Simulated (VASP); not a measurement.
LiHfSe2, 4 atoms in the cell. Symmetry: P-3m1, No. 164, trigonal system. Conventional cell: a = 3.706 Å, b = 3.706 Å, c = 6.600 Å, α = 90.00°, β = 90.00°, γ = 120.00°. Within 3.8 Å of Li (site symmetry -3m) lie 6 Se at 2.71 Å and 2 Hf at 3.30 Å and 6 Li at 3.71 Å. Within 3.8 Å of Hf (site symmetry -3m) lie 6 Se at 2.70 Å and 2 Li at 3.30 Å and 6 Hf at 3.71 Å. Se (site symmetry 3m) has 3 Hf at 2.70 Å and 3 Li at 2.71 Å and 12 Se at 3.71 to 3.95 Å within 4.0 Å. 

| Property | Result |
| --- | --- |
| Program | VASP 6.6.1 |
| Task | relaxation of cell and atoms |
| Functional | PBEsol |
| Potentials or basis | VASP PAW PBE potentials, release 64 (Li_sv, Hf_pv, Se) |
| Cutoff | 600 eV |
| k mesh | 7 × 7 × 4 |
| Occupations | fermi-dirac, width 0.1 eV |
| Spin | no spin polarisation |
| Dipole correction | no |
| Further INCAR settings | ALGO = Normal; EDIFF = 1e-07; IBRION = 2; EDIFFG = -0.02; NSW = 60; ISIF = 3 |

Potentials or basis: VASP PAW PBE potentials, release 64 (Li_sv, Hf_pv, Se).

Command:

```bash
$ cat potpaw_PBE.64/Li_sv/POTCAR potpaw_PBE.64/Hf_pv/POTCAR potpaw_PBE.64/Se/POTCAR > POTCAR
$ mpirun -np 1 vasp_std > vasp.out
```

Hardware: 1 thread of Intel Xeon 8259CL, with other jobs on the host.

Estimate the wall time of this run.

It took 5 min on 1 thread of Intel Xeon 8259CL, on a shared host, peak memory 0.25 GiB. Counts: scf iterations 57, k points 28, ion steps 7.
